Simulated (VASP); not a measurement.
A run of VASP 6.6.1 is set up as follows.

File POSCAR:

```
LuPd
1.0
    3.4168934769      0.0000000000      0.0000000000
    0.0000000000      3.4168934769      0.0000000000
    0.0000000000      0.0000000000      3.4168934769
Lu Pd
1 1
Direct
    0.0000000000      0.0000000000      0.0000000000
    0.5000000000      0.5000000000      0.5000000000
```

The input INCAR.step1:

```
SYSTEM = LuPd
PREC = Accurate
ENCUT = 520
ISMEAR = 0
SIGMA = 0.1
LREAL = .False.
LASPH = .True.
NELM = 100
NBANDS = 24
GGA = PE
ALGO = Normal
EDIFF = 1E-4
LWAVE = .True.
LCHARG = .False.
```

Contents of INCAR.step2:

```
SYSTEM = LuPd
PREC = Accurate
ENCUT = 520
EDIFF = 1E-7
ISMEAR = 0
SIGMA = 0.1
LREAL = .False.
LASPH = .True.
NELM = 100
ALGO = Normal
ISIF = 2
LWAVE = .False.
LCHARG = .True.
METAGGA = R2SCAN
LMIXTAU = .True.
LELF = .True.
LVHAR = .True.
NBANDS = 24
ISTART = 1
```

File KPOINTS:

```
Automatic mesh
0
Gamma
  16 16 16
  0 0 0
```

Potentials or basis: VASP PAW PBE potentials, release 64 (Lu, Pd).

Run with:

```bash
$ cat potpaw_PBE.64/Lu/POTCAR potpaw_PBE.64/Pd/POTCAR > POTCAR
$ cp INCAR.step1 INCAR
$ mpirun -np 1 vasp_std > vasp.out
$ cp INCAR.step2 INCAR
$ mpirun -np 1 vasp_std > vasp.out
```

(1) Predict the pressure.

Results:

(1) 0.6 GPa.

Caveat: the PAW data sets were made with another functional, which shifts forces and pressure a little.
